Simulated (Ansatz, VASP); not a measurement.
NbTe in VASP and in Ansatz

```xyz
2
Lattice="3.4257 0.0000 0.0000 0.0000 3.4257 0.0000 0.0000 0.0000 3.4257" Properties=species:S:1:pos:R:3 pbc="T T T"
Nb    1.7128    1.7128    1.7128
Te    0.0000    0.0000    0.0000
```

Alike in both runs: task single point; functional PBE; k mesh 8 × 8 × 8; occupations gaussian, width 0.021 eV; no spin polarisation.

|  | VASP | Ansatz |
| --- | --- | --- |
| version | VASP 6.6.1 | Ansatz 0.2.0 |
| potentials or method | VASP PAW PBE potentials, release 64 (Nb_sv, Te) | Ansatz PAW |
| plane-wave cutoff (eV) | 520 | 420 |
| valence electrons in the cell | 19 | 29 |

Ansatz gave:

* gap on the k mesh at the Fermi level (eV): none
* pressure (GPa): -0.1

**Question.** Estimate VASP's values.

**Answer.** gap on the k mesh at the Fermi level (eV): none; pressure (GPa): -0.3.

A gap of «none» marks a metal or a gap that the smearing closes. VASP's potentials hold 19 valence electrons a cell and Ansatz's 29, so a difference there can come from the potentials and not from the codes.

Spin-orbit coupling is off throughout.
